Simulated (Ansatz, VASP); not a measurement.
## MoBrF3: VASP beside Ansatz

The input INCAR:

```
SYSTEM = MoBrF3
PREC = Accurate
ENCUT = 600
EDIFF = 1E-6
ISMEAR = 0
SIGMA = 0.1
LREAL = .False.
LASPH = .True.
NELM = 150
ALGO = Normal
ISIF = 3
LWAVE = .False.
LCHARG = .False.
ISPIN = 2
MAGMOM = 1 0 0 0 0
LORBIT = 11
LMAXMIX = 4
GGA = PE
IBRION = 2
NSW = 90
EDIFFG = -0.04
```

KPOINTS

```
regular mesh
0
Gamma
  4 4 4
  0 0 0
```

POSCAR

```
MoBrF3
1.0
    4.1463478700      0.0000000000      0.0000000000
    0.0000000000      4.1463478700      0.0000000000
    0.0000000000      0.0000000000      4.1463478700
Mo Br F
1 1 3
Direct
    0.0000000000      0.0000000000      0.0000000000
    0.5000000000      0.5000000000      0.5000000000
    0.5000000000      0.5000000000      0.0000000000
    0.5000000000      0.0000000000      0.5000000000
    0.0000000000      0.5000000000      0.5000000000
```

Input for Ansatz:

```yaml
crystal:
  lattice:
    - [4.14634787, 0.0, 0.0]
    - [0.0, 4.14634787, 0.0]
    - [0.0, 0.0, 4.14634787]
  atoms:
    - { symbol: Mo, position: [0.0, 0.0, 0.0], spin: 1.0 }
    - { symbol: Br, position: [0.5, 0.5, 0.5] }
    - { symbol: F, position: [0.5, 0.5, 0.0] }
    - { symbol: F, position: [0.5, 0.0, 0.5] }
    - { symbol: F, position: [0.0, 0.5, 0.5] }
basis:
  ecutwfc: 420
kpoints:
  mp_grid: { grid: [4, 4, 4] }
hamiltonian:
  xc: pbe
scf:
  occupations: { method: gaussian, width: 0.1 }
  lower_state_search: "off"
output:
  forces: true
  stress: true
  eigenvalues: true
  populations: true
magnetization:
  spin_polarized: true
relax:
  adjacent_minimum: "off"
  f_tol: 0.04
  max_steps: 70
  cell: { stress_tol: 0.4 }
```

Change from the starting cell: species swapped into the BaTiO3 type (Pm-3m, No. 221).

Alike in both runs: task relaxation of cell and atoms; functional PBE; k mesh 4 × 4 × 4; occupations gaussian, width 0.1 eV; collinear spin.

|  | VASP | Ansatz |
| --- | --- | --- |
| version | VASP 6.6.1 | Ansatz 0.2.0 |
| potentials or method | VASP PAW PBE potentials, release 64 (Mo_sv, Br, F), cutoff 600 eV | scalar-relativistic, plane waves, PAW |
| valence electrons in the cell | 42 | 42 |

```csv
,VASP,Ansatz,Ansatz less VASP
"gap on the k mesh at the Fermi level, each at its own relaxed structure (eV)",none,none,-
net moment per atom (μB),0.70,0.70,0.000
size of the moment on the site where the two differ most (μB),0.66,0.54,-0.125
relaxed volume (Å³/atom),19.24,19.50,+0.262
relaxed cell length with the largest relative difference (Å),4.582,4.602,+0.0207
```

Site moments also hang on the region over which each program counts them. A gap of «none» marks a metal or a gap that the smearing closes.

The k mesh is coarse, so the values compare programs but aren't converged. Noted on VASP's run: the volume moved by over 15 % at a fixed basis, so the end points are rough.
